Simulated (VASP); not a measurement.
# Si3IrRu (Pm-3m) in VASP: single point with PBE

Aim: the single point of Si3IrRu with PBE.

All numbers are computed with VASP 6.6.1; they aren't measurements. Logs are shortened: lines on timing, memory, paths and dates and some standing lists are left out, and cuts for length are marked.

**1. The cell of the first run**

It takes space group Pm-3m (No. 221, cubic). The conventional cell has a = 4.403 Å, b = 4.403 Å, c = 4.403 Å, α = 90.00°, β = 90.00°, γ = 90.00°. Within 2.9 Å of Si (site symmetry 4/mmm) lie 2 Ir at 2.20 Å. Within 4.1 Å of Ru (site symmetry m-3m) lie 12 Si at 3.11 Å and 8 Ir at 3.81 Å. Ir (site symmetry m-3m) has 6 Si at 2.20 Å within 2.9 Å.

**2. Single point, PBE**

File INCAR:

```
PREC = Accurate
ENCUT = 520
EDIFF = 1E-6
ISMEAR = 0
SIGMA = 0.1
LREAL = F
LASPH = T
NELM = 80
ALGO = Normal
ISIF = 2
LWAVE = F
LCHARG = T
GGA = PE
LELF = T
LVHAR = T
NBANDS = 26
```

File KPOINTS:

```
regular mesh
0
Gamma
  4 4 4
```

File POSCAR:

```
Si3IrRu
1.0
    4.4027191300      0.0000000000      0.0000000000
    0.0000000000      4.4027191300      0.0000000000
    0.0000000000      0.0000000000      4.4027191300
Si Ru Ir
3 1 1
Direct
    0.5000000000      0.5000000000      0.0000000000
    0.5000000000      0.0000000000      0.5000000000
    0.0000000000      0.5000000000      0.5000000000
    0.0000000000      0.0000000000      0.0000000000
    0.5000000000      0.5000000000      0.5000000000
```

Potentials or basis: VASP PAW PBE potentials, release 64 (Si, Ru_pv, Ir).

Launch:

```
$ cat potpaw_PBE.64/Si/POTCAR potpaw_PBE.64/Ru_pv/POTCAR potpaw_PBE.64/Ir/POTCAR > POTCAR
$ mpirun -np 1 vasp_std > vasp.out
```

OUTCAR:

```text
PREC = Accurate
   ENCUT = 520
   EDIFF = 1E-6
   ISMEAR = 0
   LREAL = F
   LASPH = T
   NELM = 80
   ISIF = 2
   GGA = PE

 ion  position               nearest neighbor table
   1  0.500  0.500  0.000-   5 2.20   5 2.20   4 3.11   2 3.11   2 3.11   3 3.11   3 3.11   2 3.11
                             4 3.11   2 3.11   3 3.11   4 3.11   3 3.11   4 3.11
   2  0.500  0.000  0.500-   5 2.20   5 2.20   4 3.11   1 3.11   1 3.11   4 3.11   1 3.11   3 3.11
                             3 3.11   1 3.11   3 3.11   4 3.11   4 3.11   3 3.11
   3  0.000  0.500  0.500-   5 2.20   5 2.20   4 3.11   1 3.11   1 3.11   4 3.11   2 3.11   4 3.11
                             4 3.11   1 3.11   2 3.11   2 3.11   1 3.11   2 3.11
   4  0.000  0.000  0.000-   1 3.11   2 3.11   3 3.11   2 3.11   3 3.11   1 3.11   3 3.11   3 3.11
                             1 3.11   2 3.11   2 3.11   1 3.11
   5  0.500  0.500  0.500-   1 2.20   2 2.20   3 2.20   1 2.20   2 2.20   3 2.20

  LATTYP: Found a simple cubic cell.
 ALAT       =     4.4027191300

  Lattice vectors:

 A1 = (   4.4027191300,   0.0000000000,   0.0000000000)
 A2 = (   0.0000000000,   4.4027191300,   0.0000000000)
 A3 = (   0.0000000000,   0.0000000000,   4.4027191300)

Analysis of symmetry for initial positions (statically):
=====================================================================
 Subroutine PRICEL returns:
 Original cell was already a primitive cell.

 Routine SETGRP: Setting up the symmetry group for a
 simple cubic supercell.

 Subroutine GETGRP returns: Found 48 space group operations
[... 9 lines left out ...]

 Routine SETGRP: Setting up the symmetry group for a
 simple cubic supercell.

 Subroutine GETGRP returns: Found 48 space group operations
[... 11 lines left out ...]
                                     Primitive cell

  volume of cell :      85.3420

  direct lattice vectors                    reciprocal lattice vectors
     4.402719130  0.000000000  0.000000000     0.227132363  0.000000000  0.000000000
     0.000000000  4.402719130  0.000000000     0.000000000  0.227132363  0.000000000
     0.000000000  0.000000000  4.402719130     0.000000000  0.000000000  0.227132363

  length of vectors
     4.402719130  4.402719130  4.402719130     0.227132363  0.227132363  0.227132363

  position of ions in fractional coordinates (direct lattice)
     0.500000000  0.500000000  0.000000000
     0.500000000  0.000000000  0.500000000
     0.000000000  0.500000000  0.500000000
     0.000000000  0.000000000  0.000000000
     0.500000000  0.500000000  0.500000000

  ion indices of the primitive-cell ions
   primitive index   ion index
                 1           1
                 2           2
                 3           3
                 4           4
                 5           5

----------------------------------------------------------------------------------------

 KPOINTS: regular mesh

Automatic generation of k-mesh.
 Grid dimensions read from file:
 generate k-points for:    4    4    4

 Generating k-lattice:

  Cartesian coordinates                     Fractional coordinates (reciprocal lattice)
     0.056783091  0.000000000  0.000000000     0.250000000  0.000000000  0.000000000
     0.000000000  0.056783091  0.000000000     0.000000000  0.250000000  0.000000000
     0.000000000  0.000000000  0.056783091     0.000000000  0.000000000  0.250000000

  Length of vectors
     0.056783091  0.056783091  0.056783091

  Shift w.r.t. Gamma in fractional coordinates (k-lattice)
     0.000000000  0.000000000  0.000000000

 Subroutine IBZKPT returns following result:
 ===========================================

 Found     10 irreducible k-points:

 Following reciprocal coordinates:
            Coordinates               Weight
  0.000000  0.000000  0.000000      1.000000
  0.250000  0.000000  0.000000      6.000000
  0.500000  0.000000  0.000000      3.000000
  0.250000  0.250000  0.000000     12.000000
  0.500000  0.250000  0.000000     12.000000
  0.500000  0.500000  0.000000      3.000000
  0.250000  0.250000  0.250000      8.000000
  0.500000  0.250000  0.250000     12.000000
  0.500000  0.500000  0.250000      6.000000
  0.500000  0.500000  0.500000      1.000000
   k-points           NKPTS =     10   k-points in BZ     NKDIM =     10   number of bands    NBANDS=     26
   number of dos      NEDOS =    301   number of ions     NIONS =      5
   total plane-waves  NPLWV =  46656
   dimension x,y,z NGX =    36 NGY =   36 NGZ =   36
   dimension x,y,z NGXF=    72 NGYF=   72 NGZF=   72
   ions per type =               3   1   1
   NGX,Y,Z   is equivalent  to a cutoff of  13.59, 13.59, 13.59 a.u.
   NGXF,Y,Z  is equivalent  to a cutoff of  27.19, 27.19, 27.19 a.u.
 SYSTEM =  unknown system
   PREC   = accura    normal or accurate (medium, high low for compatibility)
   ISTART =      0    job   : 0-new  1-cont  2-samecut
   ICHARG =      2    charge: 1-file 2-atom 10-const
   ISPIN  =      1    spin polarized calculation?
   LNONCOLLINEAR =      F non collinear calculations
   LSORBIT =      F    spin-orbit coupling
   LASPH  =      T    aspherical Exc in radial PAW
   ENCUT  =  520.0 eV  38.22 Ry    6.18 a.u.   8.19  8.19  8.19*2*pi/ulx,y,z
   NELM   =     80;   NELMIN=  2; NELMDL= -5     # of ELM steps
   EDIFF  = 0.1E-05   stopping-criterion for ELM
   LREAL  =      F    real-space projection
   EDIFFG = 0.1E-04   stopping-criterion for IOM
   NSW    =      0    number of steps for IOM
   IBRION =     -1    ionic relax: 0-MD 1-quasi-New 2-CG
   NFREE  =      0    steps in history (QN), initial steepest desc. (CG)
   ISIF   =      2    stress and relaxation
   ISYM   =      2    0-nonsym 1-usesym 2-fastsym
   POTIM  = 0.5000    time-step for ionic-motion
   TEBEG  =    0.0;   TEEND  =   0.0 temperature during run
   PSTRESS=    0.0 pullay stress
   NELECT =      35.0000    total number of electrons
   NUPDOWN=      -1.0000    fix difference up-down
   EMIN   =  10.00;   EMAX   =-10.00  energy-range for DOS
   EFERMI =   0.00;   METHOD = LEGACY
   ISMEAR =     0;   SIGMA  =   0.10  broadening in eV -4-tet -1-fermi 0-gaus
   EFERMI_NEDOS =   21; number of points for ismear=-14 and -15
   IALGO  =     38    algorithm
   IMIX   =      4    mixing-type and parameters
     AMIX     =   0.40;   BMIX     =  1.00
     AMIX_MAG =   1.60;   BMIX_MAG =  1.00
  volume/ion in A,a.u.               =      17.07       115.18
  Fermi-wavevector in a.u.,A,eV,Ry     =   1.216307  2.298487 20.128495  1.479403
  Thomas-Fermi vector in A             =   2.351665
   LORBIT       =      0    0 simple, 1 ext, 2 COOP (PROOUT), +10 PAW based schemes
   GGA     = PE    functional components
   LHFCALC =     F    Hartree Fock is set to
   AEXX    =    0.0000 exact exchange contribution
   IVDW    =     0    specifies the selected vdW correction
   LEPSILON=     F    determine dielectric tensor
   LRPA    =     F    only Hartree local field effects (RPA)
 non-spin polarized calculation
 Gauss-broadening in eV      SIGMA  =   0.10
  energy-cutoff  :      520.00
  volume of cell :       85.34
 maximum number of plane-waves:      2325
 NGX is ok and might be reduce to    36
   NGX = 17   NGY = 17   NGZ = 17

 number of electron      35.0000000 magnetization

 Free energy of the ion-electron system (eV)
  ---------------------------------------------------
  ext. energy  EPLUGINS =         0.00000000
  ---------------------------------------------------
  free energy    TOTEN  =       -29.04714494 eV

  energy without entropy =      -29.01797263  energy(sigma->0) =      -29.03255879

 E-fermi :   8.2540     XC(G=0): -11.2058

 val. band max:        8.2249999381   @ k =   0.5000   0.2500   0.0000
 cond. band min:       8.2548901691   @ k =   0.5000   0.5000   0.0000
 fundamental gap:      0.0298902310
 Fermi energy:         8.2540474534

 k-point     1 :       0.0000    0.0000    0.0000
  band No.  band energies     occupation
      1     -33.1558      2.00000
      2     -33.1558      2.00000
      3     -33.1558      2.00000
      4      -4.0939      2.00000
      5      -0.6358      2.00000
      6      -0.6358      2.00000
[... 18 lines left out ...]
     25      11.5705      0.00000
     26      11.5705      0.00000

 k-point     2 :       0.2500    0.0000    0.0000
  band No.  band energies     occupation
      1     -33.1567      2.00000
      2     -33.1557      2.00000
      3     -33.1557      2.00000
      4      -3.6744      2.00000
      5      -0.5875      2.00000
      6      -0.5486      2.00000
[... 18 lines left out ...]
     25      11.3655      0.00000
     26      11.9956      0.00000

 k-point     3 :       0.5000    0.0000    0.0000
  band No.  band energies     occupation
      1     -33.1575      2.00000
      2     -33.1557      2.00000
      3     -33.1557      2.00000
      4      -3.0758      2.00000
      5      -0.7606      2.00000
      6      -0.4555      2.00000
[... 18 lines left out ...]
     25      11.9187      0.00000
     26      14.4825      0.00000

 k-point     4 :       0.2500    0.2500    0.0000
  band No.  band energies     occupation
      1     -33.1566      2.00000
      2     -33.1566      2.00000
      3     -33.1557      2.00000
      4      -3.2470      2.00000
      5      -0.4894      2.00000
      6      -0.4096      2.00000
[... 18 lines left out ...]
     25      11.9779      0.00000
     26      12.8691      0.00000
[... 90 lines left out ...]
      1     -33.1573      2.00000
      2     -33.1564      2.00000
      3     -33.1564      2.00000
      4      -2.1306      2.00000
      5      -0.2108      2.00000
      6      -0.1876      2.00000
[... 18 lines left out ...]
     25      13.4741      0.00000
     26      14.0362      0.00000

 k-point     9 :       0.5000    0.5000    0.2500
  band No.  band energies     occupation
      1     -33.1573      2.00000
      2     -33.1573      2.00000
      3     -33.1564      2.00000
      4      -1.4025      2.00000
      5       0.1777      2.00000
      6       0.1777      2.00000
[... 18 lines left out ...]
     25      13.7908      0.00000
     26      16.1296      0.00000

 k-point    10 :       0.5000    0.5000    0.5000
  band No.  band energies     occupation
      1     -33.1572      2.00000
      2     -33.1572      2.00000
      3     -33.1572      2.00000
      4       0.4161      2.00000
      5       0.4161      2.00000
      6       0.4161      2.00000
[... 18 lines left out ...]
     25      16.6560      0.00000
     26      16.6598      0.00000

------------------------ aborting loop because EDIFF is reached ----------------------------------------

  FORCE on cell =-STRESS in cart. coord.  units (eV):
  Direction    XX          YY          ZZ          XY          YZ          ZX
  --------------------------------------------------------------------------------------
  -------------------------------------------------------------------------------------
  Total        7.9243486      7.9243486      7.9243486     -0.0000000     -0.0000000     -0.0000000
  in kB      148.7685789    148.7685789    148.7685789     -0.0000000     -0.0000000     -0.0000000
  external PRESSURE =     148.7685789 kB  Pullay stress =       0.0000000 kB

 VOLUME and BASIS-vectors are now :
 -----------------------------------------------------------------------------
  energy-cutoff  :      520.00
  volume of cell :       85.34
      direct lattice vectors                 reciprocal lattice vectors
     4.402719130  0.000000000  0.000000000     0.227132363  0.000000000  0.000000000
     0.000000000  4.402719130  0.000000000     0.000000000  0.227132363  0.000000000
     0.000000000  0.000000000  4.402719130     0.000000000  0.000000000  0.227132363

 POSITION                                       TOTAL-FORCE (eV/Angst)
 -----------------------------------------------------------------------------------
      2.20136      2.20136      0.00000         0.000000      0.000000      0.000000
      2.20136      0.00000      2.20136         0.000000      0.000000      0.000000
      0.00000      2.20136      2.20136         0.000000      0.000000      0.000000
      0.00000      0.00000      0.00000         0.000000      0.000000      0.000000
      2.20136      2.20136      2.20136         0.000000      0.000000      0.000000
 -----------------------------------------------------------------------------------
    total drift:                                0.000000      0.000000      0.000000

  FREE ENERGIE OF THE ION-ELECTRON SYSTEM (eV)
  ---------------------------------------------------
  free  energy   TOTEN  =       -29.0471449388 eV

  energy  without entropy=      -29.0179726342  energy(sigma->0) =      -29.03255879
```

It took 18 s on 1 thread of Intel Xeon Platinum 8375C at 2.90GHz (Ice Lake), shared host; peak memory 0.21 GiB.

What came out:

```yaml
Free_energy: -29.0471 eV
Pressure: 14.9 GPa
```

Caveat: spin-orbit coupling is left out, which moves the levels of the heavy elements.
